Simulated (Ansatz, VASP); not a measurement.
# Re: VASP beside Ansatz

```xyz
2
Lattice="2.7378 0.0000 0.0000 -1.3689 2.3710 0.0000 0.0000 0.0000 4.4151" Properties=species:S:1:pos:R:3 pbc="T T T"
Re    0.0000    1.5807    1.1038
Re    1.3689    0.7903    3.3114
```

Alike in both runs: task single point; functional LDA; k mesh 21 × 21 × 12; occupations fermi-dirac, width 0.05 eV; no spin polarisation.

|  | VASP | Ansatz |
| --- | --- | --- |
| version | VASP 6.6.1 | Ansatz 0.2.0 |
| potentials or method | VASP PAW LDA potentials, release 64 (Re) | PAW with Ansatz's default frozen-core files, scalar-relativistic |
| plane-wave cutoff (eV) | 520 | 420 |
| valence electrons in the cell | 14 | 30 |

```csv
,VASP,Ansatz,Ansatz less VASP
pressure (GPa),1.6,0.0,-1.56
"traceless stress, the component that is largest in VASP (GPa)",-0.11,0.00,+0.114
```

LDA's correlation is that of Perdew and Zunger in VASP and of Perdew and Wang (1992) in Ansatz. VASP's potentials hold 14 valence electrons a cell and Ansatz's 30, so a difference there can come from the potentials and not from the codes.

Neither program's run includes spin-orbit coupling.
